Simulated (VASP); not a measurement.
# AlN (Cc) in VASP: further runs

Runs on AlN. Level: PBE. Tasks: single point.

All numbers are computed with VASP 6.6.1; they aren't measurements. Logs are shortened: lines on timing, memory, paths and dates and some standing lists are left out, and cuts for length are marked.

## 1. The cell of the first run

Symmetry: Cc, No. 9, monoclinic system. The conventional cell has a = 3.139 Å, b = 5.421 Å, c = 4.831 Å, α = 90.00°, β = 98.76°, γ = 90.00°. Within 2.5 Å of Al (site symmetry 1) lie 4 N at 1.87 to 1.92 Å. N (site symmetry 1) has 4 Al at 1.87 to 1.92 Å within 2.5 Å.

## 2. Single point, PBE (engineering shear strain xz -0.1500, normal strain along z -0.0400)

INCAR reads:

```
ALGO = Normal ; EDIFF = 1E-7
ENCUT = 520 ; GGA = PE
ISIF = 2 ; ISMEAR = 0
LASPH = True ; LCHARG = True
LELF = True ; LREAL = False
LVHAR = True ; LWAVE = False
NBANDS = 16 ; NELM = 60
PREC = Accurate ; SIGMA = 0.05
```

KPOINTS reads:

```
k-points
0
Gamma
  9 9 6
```

POSCAR reads:

```
AlN
1.0
    3.1298889828      0.0000000000     -0.2347416737
   -1.5649444914      2.7105633702      0.1173708369
   -0.3762717222      0.0000000000      4.8162780443
Al N
2 2
Direct
    0.3411271647      0.6661680758     -0.0014339245
    0.6749590890      0.3338319242      0.4985660755
    0.3282492023      0.6725846582      0.3864339245
    0.6556645440      0.3274153418      0.8864339245
```

Potentials or basis: VASP PAW PBE potentials, release 64 (Al, N).

Launch:

```
cat potpaw_PBE.64/Al/POTCAR potpaw_PBE.64/N/POTCAR > POTCAR
mpirun -np 1 vasp_std > vasp.out
```

OUTCAR:

```text
EDIFF = 1E-7
   ENCUT = 520
   GGA = PE
   ISIF = 2
   ISMEAR = 0
   LASPH = True
   LREAL = False
   NELM = 60
   PREC = Accurate

 ion  position               nearest neighbor table
   1  0.341  0.666  0.999-   4 1.87   4 1.87   3 1.88   4 1.92   2 2.82   2 2.82   2 3.02   2 3.02
                             2 3.20   2 3.20
   2  0.675  0.334  0.499-   3 1.87   3 1.87   4 1.88   3 1.92   1 2.82   1 2.82   1 3.02   1 3.02
                             1 3.20   1 3.20
   3  0.328  0.673  0.386-   2 1.87   2 1.87   1 1.88   2 1.92
   4  0.656  0.327  0.886-   1 1.87   1 1.87   2 1.88   1 1.92

  LATTYP: Found a base centered monoclinic cell.
 ALAT       =     3.1386794513
 B/A-ratio  =     1.7271998700
 C/A-ratio  =     1.5391676258
 COS(beta)  =    -0.1522322750

  Lattice vectors:

 A1 = (   1.5649444914,  -2.7105633702,  -0.1173708369)
 A2 = (   1.5649444914,   2.7105633702,  -0.1173708368)
 A3 = (  -0.3762717222,   0.0000000000,   4.8162780443)

Analysis of symmetry for initial positions (statically):
=====================================================================
 Subroutine PRICEL returns:
 Original cell was already a primitive cell.

 Routine SETGRP: Setting up the symmetry group for a
 base centered monoclinic supercell.

 Subroutine GETGRP returns: Found  2 space group operations
 (whereof  1 operations were pure point group operations)
 out of a pool of  4 trial point group operations.

The static configuration has the point symmetry C_1 .
 The point group associated with its full space group is C_1h.

Analysis of symmetry for dynamics (positions and initial velocities):
=====================================================================
 Subroutine PRICEL returns:
 Original cell was already a primitive cell.

 Routine SETGRP: Setting up the symmetry group for a
 base centered monoclinic supercell.

 Subroutine GETGRP returns: Found  2 space group operations
 (whereof  1 operations were pure point group operations)
 out of a pool of  4 trial point group operations.

The dynamic configuration has the point symmetry C_1 .
 The point group associated with its full space group is C_1h.

 Subroutine INISYM returns: Found  2 space group operations
 (whereof  1 operations are pure point group operations),
 and found     1 'primitive' translations

----------------------------------------------------------------------------------------

                                     Primitive cell

  volume of cell :      40.6207

  direct lattice vectors                    reciprocal lattice vectors
     3.129888983  0.000000000 -0.234741674     0.321383255  0.184463498  0.025108067
    -1.564944491  2.710563370  0.117370837     0.000000000  0.368926995  0.000000000
    -0.376271722  0.000000000  4.816278044     0.015663972 -0.000000000  0.208852957

  length of vectors
     3.138679451  3.132088913  4.830953799     0.371408661  0.368926995  0.209439532

  position of ions in fractional coordinates (direct lattice)
     0.341127165  0.666168076  0.998566076
     0.674959089  0.333831924  0.498566076
     0.328249202  0.672584658  0.386433924
     0.655664544  0.327415342  0.886433924

  ion indices of the primitive-cell ions
   primitive index   ion index
                 1           1
                 2           2
                 3           3
                 4           4

----------------------------------------------------------------------------------------

 KPOINTS: k-points

Automatic generation of k-mesh.
 Grid dimensions read from file:
 generate k-points for:    9    9    6

 Generating k-lattice:

  Cartesian coordinates                     Fractional coordinates (reciprocal lattice)
     0.035709251  0.020495944  0.002789785     0.111111111 -0.000000000  0.000000000
     0.000000000  0.040991888  0.000000000     0.000000000  0.111111111  0.000000000
     0.002610662 -0.000000000  0.034808826    -0.000000000  0.000000000  0.166666667

  Length of vectors
     0.041267629  0.040991888  0.034906589

  Shift w.r.t. Gamma in fractional coordinates (k-lattice)
     0.000000000  0.000000000  0.000000000

 Subroutine IBZKPT returns following result:
 ===========================================

 Found    140 irreducible k-points:

 Following reciprocal coordinates:
            Coordinates               Weight
  0.000000  0.000000  0.000000      1.000000
  0.111111  0.000000  0.000000      4.000000
  0.222222  0.000000  0.000000      4.000000
  0.333333  0.000000 -0.000000      4.000000
  0.444444  0.000000  0.000000      4.000000
  0.000000  0.111111  0.000000      2.000000
[... 16 lines left out ...]
  0.333333  0.333333 -0.000000      2.000000
  0.000000  0.444444  0.000000      2.000000
 [... further k-points ...]
   k-points           NKPTS =    140   k-points in BZ     NKDIM =    140   number of bands    NBANDS=     16
   number of dos      NEDOS =    301   number of ions     NIONS =      4
   total plane-waves  NPLWV =  20736
   dimension x,y,z NGX =    24 NGY =   24 NGZ =   36
   dimension x,y,z NGXF=    48 NGYF=   48 NGZF=   72
   ions per type =               2   2
   NGX,Y,Z   is equivalent  to a cutoff of  12.71, 12.74, 12.39 a.u.
   NGXF,Y,Z  is equivalent  to a cutoff of  25.42, 25.48, 24.78 a.u.
 SYSTEM =  unknown system
   PREC   = accura    normal or accurate (medium, high low for compatibility)
   ISTART =      0    job   : 0-new  1-cont  2-samecut
   ICHARG =      2    charge: 1-file 2-atom 10-const
   ISPIN  =      1    spin polarized calculation?
   LNONCOLLINEAR =      F non collinear calculations
   LSORBIT =      F    spin-orbit coupling
   LASPH  =      T    aspherical Exc in radial PAW
   ENCUT  =  520.0 eV  38.22 Ry    6.18 a.u.   5.84  5.82  8.98*2*pi/ulx,y,z
   NELM   =     60;   NELMIN=  2; NELMDL= -5     # of ELM steps
   EDIFF  = 0.1E-06   stopping-criterion for ELM
   LREAL  =      F    real-space projection
   EDIFFG = 0.1E-05   stopping-criterion for IOM
   NSW    =      0    number of steps for IOM
   IBRION =     -1    ionic relax: 0-MD 1-quasi-New 2-CG
   NFREE  =      0    steps in history (QN), initial steepest desc. (CG)
   ISIF   =      2    stress and relaxation
   ISYM   =      2    0-nonsym 1-usesym 2-fastsym
   POTIM  = 0.5000    time-step for ionic-motion
   TEBEG  =    0.0;   TEEND  =   0.0 temperature during run
   PSTRESS=    0.0 pullay stress
   NELECT =      16.0000    total number of electrons
   NUPDOWN=      -1.0000    fix difference up-down
   EMIN   =  10.00;   EMAX   =-10.00  energy-range for DOS
   EFERMI =   0.00;   METHOD = LEGACY
   ISMEAR =     0;   SIGMA  =   0.05  broadening in eV -4-tet -1-fermi 0-gaus
   EFERMI_NEDOS =   21; number of points for ismear=-14 and -15
   IALGO  =     38    algorithm
   IMIX   =      4    mixing-type and parameters
     AMIX     =   0.40;   BMIX     =  1.00
     AMIX_MAG =   1.60;   BMIX_MAG =  1.00
  volume/ion in A,a.u.               =      10.16        68.53
  Fermi-wavevector in a.u.,A,eV,Ry     =   1.200049  2.267763 19.593979  1.440117
  Thomas-Fermi vector in A             =   2.335895
   LORBIT       =      0    0 simple, 1 ext, 2 COOP (PROOUT), +10 PAW based schemes
   GGA     = PE    functional components
   LHFCALC =     F    Hartree Fock is set to
   AEXX    =    0.0000 exact exchange contribution
   IVDW    =     0    specifies the selected vdW correction
   LEPSILON=     F    determine dielectric tensor
   LRPA    =     F    only Hartree local field effects (RPA)
 non-spin polarized calculation
 Gauss-broadening in eV      SIGMA  =   0.05
  energy-cutoff  :      520.00
  volume of cell :       40.62
 maximum number of plane-waves:      1107
   NGX = 11   NGY = 11   NGZ = 17

 number of electron      16.0000000 magnetization

 Free energy of the ion-electron system (eV)
  ---------------------------------------------------
  ext. energy  EPLUGINS =         0.00000000
  ---------------------------------------------------
  free energy    TOTEN  =       -29.32040641 eV

  energy without entropy =      -29.32040641  energy(sigma->0) =      -29.32040641

 E-fermi :   7.3145     XC(G=0): -11.0517

 val. band max:        7.0999010034   @ k =   0.0000   0.0000   0.0000
 cond. band min:      10.6216878392   @ k =   0.0000   0.0000   0.0000
 fundamental gap:      3.5217868358
 Fermi energy:         7.3145457504

 k-point     1 :       0.0000    0.0000    0.0000
  band No.  band energies     occupation
      1      -8.9034      2.00000
      2      -6.4177      2.00000
      3       0.5216      2.00000
      4       5.3461      2.00000
      5       5.4466      2.00000
      6       5.8668      2.00000
[... 8 lines left out ...]
     15      19.2762      0.00000
     16      20.6902      0.00000

 k-point     2 :       0.1111    0.0000    0.0000
  band No.  band energies     occupation
      1      -8.7448      2.00000
      2      -6.3463      2.00000
      3       0.7107      2.00000
      4       4.7334      2.00000
      5       5.1670      2.00000
      6       5.3190      2.00000
[... 8 lines left out ...]
     15      19.2908      0.00000
     16      20.5911      0.00000

 k-point     3 :       0.2222    0.0000    0.0000
  band No.  band energies     occupation
      1      -8.2939      2.00000
      2      -6.1729      2.00000
      3       1.2420      2.00000
      4       3.2552      2.00000
      5       4.1464      2.00000
      6       4.7721      2.00000
[... 8 lines left out ...]
     15      19.0446      0.00000
     16      19.9760      0.00000

 k-point     4 :       0.3333    0.0000   -0.0000
  band No.  band energies     occupation
      1      -7.6408      2.00000
      2      -6.0278      2.00000
      3       1.7109      2.00000
      4       2.0485      2.00000
      5       3.2077      2.00000
      6       4.3887      2.00000
[... 8 lines left out ...]
     15      19.6926      0.00000
     16      20.7241      0.00000
[... 324 lines left out ...]
 k-point    22 :       0.2222    0.3333    0.0000
  band No.  band energies     occupation
      1      -6.7363      2.00000
      2      -6.0852      2.00000
      3       1.4232      2.00000
      4       2.4424      2.00000
      5       3.0470      2.00000
      6       3.4821      2.00000
[... 8 lines left out ...]
     15      19.7326      0.00000
     16      21.4947      0.00000

 k-point    23 :       0.3333    0.3333   -0.0000
  band No.  band energies     occupation
      1      -6.3320      2.00000
      2      -6.3175      2.00000
      3       1.4551      2.00000
      4       2.4115      2.00000
      5       2.6010      2.00000
      6       3.4782      2.00000
[... 8 lines left out ...]
     15      20.0953      0.00000
     16      21.2583      0.00000

 k-point    24 :       0.0000    0.4444    0.0000
  band No.  band energies     occupation
      1      -7.0251      2.00000
      2      -6.0666      2.00000
      3       1.1045      2.00000
      4       2.4236      2.00000
      5       2.9418      2.00000
      6       4.2834      2.00000
[... 8 lines left out ...]
     15      19.7004      0.00000
     16      22.3178      0.00000

 [... further k-points ...]
[... 5 lines left out ...]
  --------------------------------------------------------------------------------------
  -------------------------------------------------------------------------------------
  Total        0.2192952      1.5483354      4.6043449      0.0000000      0.0000000      4.7595812
  in kB        8.6495181     61.0699765    181.6061540      0.0000000      0.0000000    187.7290368
  external PRESSURE =      83.7752162 kB  Pullay stress =       0.0000000 kB

 VOLUME and BASIS-vectors are now :
 -----------------------------------------------------------------------------
  energy-cutoff  :      520.00
  volume of cell :       40.62
      direct lattice vectors                 reciprocal lattice vectors
     3.129888983  0.000000000 -0.234741674     0.321383255  0.184463498  0.025108067
    -1.564944491  2.710563370  0.117370837     0.000000000  0.368926995  0.000000000
    -0.376271722  0.000000000  4.816278044     0.015663972 -0.000000000  0.208852957

 POSITION                                       TOTAL-FORCE (eV/Angst)
 -----------------------------------------------------------------------------------
     -0.35056      1.80569      4.80748         0.000641      0.005082     -0.000873
      1.40252      0.90487      2.28197         0.000641     -0.005082     -0.000873
     -0.17058      1.82308      1.86306        -0.000641     -0.004959      0.000873
      1.20623      0.88748      4.15383        -0.000641      0.004959      0.000873
 -----------------------------------------------------------------------------------
    total drift:                                0.000186      0.000000     -0.000591

  FREE ENERGIE OF THE ION-ELECTRON SYSTEM (eV)
  ---------------------------------------------------
  free  energy   TOTEN  =       -29.3204064073 eV

  energy  without entropy=      -29.3204064073  energy(sigma->0) =      -29.32040641
```

Run time: 30 s. Hardware: 1 thread of Intel Xeon Platinum 8481C at 2.70GHz (Sapphire Rapids), shared host; peak memory 0.2 GiB.

What came out:

| Item | Value |
| --- | --- |
| Free energy | -29.3204 eV |
| Pressure | 8.4 GPa |
| Largest force | 0.005 eV/Å |
| Band gap on the k mesh | 3.52 eV, direct |

Forces on the atoms (eV/Å):
```
Al   0.001  0.005 -0.001
Al   0.001 -0.005 -0.001
N   -0.001 -0.005  0.001
N   -0.001  0.005  0.001
```

Caveat: the cell differs from its parent crystal (engineering shear strain xz -0.1500, normal strain along z -0.0400). A k mesh can miss the band edges.

## 3. Single point, PBE (engineering shear strain xz -0.3000, normal strain along z +0.0000)

INCAR reads:

```
  ALGO = Normal
  EDIFF = 1E-6
  ENCUT = 520
  GGA = PE
  ISIF = 2
  ISMEAR = 0
  LASPH = True
  LCHARG = True
  LELF = True
  LREAL = False
  LVHAR = True
  LWAVE = False
  NBANDS = 16
  NELM = 100
  PREC = Accurate
  SIGMA = 0.05
```

KPOINTS is that of step 2.

POSCAR reads:

```
AlN
1.0
    3.1298889828      0.0000000000     -0.4694833474
   -1.5649444914      2.7105633702      0.2347416737
   -0.7525434444      0.0000000000      5.0169562961
Al N
2 2
Direct
    0.3504274366      0.6653405596      0.0080099009
    0.6850868770      0.3346594404      0.5080099009
    0.3266303057      0.6887749251      0.3769900991
    0.6378553806      0.3112250749      0.8769900991
```

Potentials or basis: VASP PAW PBE potentials, release 64 (Al, N).

Launch:

```
cat potpaw_PBE.64/Al/POTCAR potpaw_PBE.64/N/POTCAR > POTCAR
mpirun -np 1 vasp_std > vasp.out
```

Run time: 31 s. Hardware: 1 thread of Intel Xeon Platinum 8481C at 2.70GHz (Sapphire Rapids), shared host; peak memory 0.2 GiB.

It converged, with:

```yaml
Free_energy: -28.5229 eV
Pressure: 1.8 GPa
Largest_force: 0.005 eV/Å
Band_gap_on_the_k_mesh: 2.42 eV, direct
```

Forces on the atoms (eV/Å):
```
Al   0.000 -0.001 -0.001
Al   0.000  0.001 -0.001
N    0.000  0.004  0.001
N    0.000 -0.004  0.001
```

Stress tensor (GPa, compression positive):
```
-13.09   0.00  29.33
  0.00   3.99   0.00
 29.33   0.00  14.59
```

Levels at points of the mesh, in eV from the valence-band top:
| k point | band 5 | band 6 | band 7 | band 8 | band 9 | band 10 | band 11 | band 12 |
| --- | --- | --- | --- | --- | --- | --- | --- | --- |
| (0.00, 0.00, 0.00) | -1.56 | -1.47 | -0.99 | 0.00 | 2.42 | 5.26 | 8.11 | 9.46 |
| (0.00, 0.00, 0.50) | -1.81 | -1.81 | -0.94 | -0.94 | 4.42 | 4.42 | 9.40 | 9.40 |

Caveat: the cell differs from its parent crystal (engineering shear strain xz -0.3000, normal strain along z +0.0000).

## 4. Single point, PBE (engineering shear strain xz -0.1500, normal strain along z -0.0200)

INCAR reads:

```
SYSTEM = AlN
PREC = Accurate
ENCUT = 520
EDIFF = 1E-6
ISMEAR = 0
SIGMA = 0.05
LREAL = .False.
LASPH = .True.
NELM = 100
ALGO = Normal
ISIF = 2
LWAVE = .False.
LCHARG = .False.
GGA = PE
NBANDS = 16
```

KPOINTS reads:

```
regular mesh
0
Gamma
  9 9 6
  0 0 0
```

POSCAR reads:

```
AlN
1.0
    3.1298889828      0.0000000000     -0.2347416737
   -1.5649444914      2.7105633702      0.1173708369
   -0.3762717222      0.0000000000      4.9166171702
Al N
2 2
Direct
    0.3414038700      0.6664738292      0.0010118166
    0.6749300408      0.3335261708      0.5010118166
    0.3279341947      0.6722023003      0.3839881834
    0.6557318944      0.3277976997      0.8839881834
```

Launch:

```
cat potpaw_PBE.64/Al/POTCAR potpaw_PBE.64/N/POTCAR > POTCAR
mpirun -np 1 vasp_std > vasp.out
```

Wall time 29 s (1 thread of Intel Xeon Platinum 8481C at 2.70GHz (Sapphire Rapids), shared host); peak memory 0.2 GiB.

The run converged. Its results:

```
Free energy            : -29.4053 eV
Pressure               : 4.2 GPa
Largest force          : 0.006 eV/Å
Band gap on the k mesh : 3.49 eV, direct
```

Forces in eV/Å, atoms in the order of the input:
```
Al   0.003  0.001  0.004
Al   0.003 -0.001  0.004
N   -0.003  0.003 -0.004
N   -0.003 -0.003 -0.004
```

Stress tensor (GPa, compression positive):
```
-1.54  0.00 17.48
 0.00  3.19  0.00
17.48  0.00 10.83
```

Levels at points of the mesh, in eV from the valence-band top:
| k point | band 6 | band 7 | band 8 | band 9 | band 10 | band 11 |
| --- | --- | --- | --- | --- | --- | --- |
| (0.00, 0.00, 0.00) | -1.06 | -0.76 | 0.00 | 3.49 | 5.94 | 9.63 |
| (0.00, 0.00, 0.50) | -1.34 | -0.89 | -0.89 | 5.62 | 5.62 | 9.91 |

Caveat: the cell differs from its parent crystal (engineering shear strain xz -0.1500, normal strain along z -0.0200). A k mesh can miss the band edges.

(Part 1 of 2 ends here.)
